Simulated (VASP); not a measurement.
Set up this calculation in VASP 6.6.1, as the native input.

* Task: single point
* Functional: PBE
* Potentials or basis: VASP PAW PBE potentials, release 64 (Na_pv, Cl)
* Cutoff: 520 eV
* k mesh: 8 × 8 × 8
* Occupations: gaussian, width 0.05 eV
* Spin: no spin polarisation
* Dipole correction: no
* Further INCAR settings: ALGO = Normal; EDIFF = 1e-06; NBANDS = 14

The structure of NaCl lies in POSCAR:

```
NaCl
1.0
    0.0000000000      2.4737614810      3.7106422215
    2.4737614810      0.0000000000      3.7106422215
    2.4737614810      2.4737614810      0.0000000000
Na Cl
1 1
Direct
    0.0000000000      0.0000000000      0.0000000000
    0.5000000000      0.5000000000      0.5000000000
```

This cell differs from its parent crystal: ratio of the length along z to the lengths across it x 1.5, volume and fractional coordinates fixed.

The input as run:

INCAR

```
PREC = Accurate ; ENCUT = 520
EDIFF = 1E-6 ; ISMEAR = 0
SIGMA = 0.05 ; LREAL = False
LASPH = True ; NELM = 80
ALGO = Normal ; ISIF = 2
LWAVE = False ; LCHARG = True
GGA = PE ; LELF = True
LVHAR = True ; NBANDS = 14
```

KPOINTS

```
Automatic mesh
0
Gamma
  8 8 8
```

Potentials or basis: VASP PAW PBE potentials, release 64 (Na_pv, Cl).

Run with:

```bash
$ cat potpaw_PBE.64/Na_pv/POTCAR potpaw_PBE.64/Cl/POTCAR > POTCAR
$ mpirun -np 1 vasp_std > vasp.out
```

Results of the run:

| Quantity | Value |
| --- | --- |
| Pressure | 9.2 GPa |
| Band gap on the k mesh | 5.04 eV |

Caveat: the cell stands under pressure.

It took 48 s on 1 thread of Intel Xeon 8259CL, on a shared host, peak memory 0.19 GiB.
